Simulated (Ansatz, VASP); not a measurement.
# SrO in VASP and in Ansatz

```
Sr O
1.0
     3.57679    0.00000    0.00000
    -1.78840    3.09759    0.00000
     0.00000    0.00000    6.24292
Sr O
2 2
Direct
  0.33333 0.66667 0.25000
  0.66667 0.33333 0.75000
  0.00000 0.00000 0.00000
  0.00000 0.00000 0.50000
```

Alike in both runs: functional PBE; k mesh 6 × 6 × 4; occupations gaussian, width 0.02 eV; no spin polarisation.

Ansatz relaxed the structure, and its values are those at the end. VASP's run is a single point on that final structure, the one shown.

```csv
,VASP,Ansatz
version,VASP 6.6.1,Ansatz 0.2.0
potentials or method,"VASP PAW PBE potentials, release 64 (Sr_sv, O), cutoff 520 eV","scalar-relativistic, plane waves, PAW"
valence electrons in the cell,32,32
```

```tsv
	VASP	Ansatz	Ansatz less VASP
gap on the k mesh at the Fermi level (eV)	2.97	2.97	+0.004
least direct gap on the mesh (eV)	2.97	2.97	+0.004
pressure (GPa)	0.5	0.0	-0.51
```
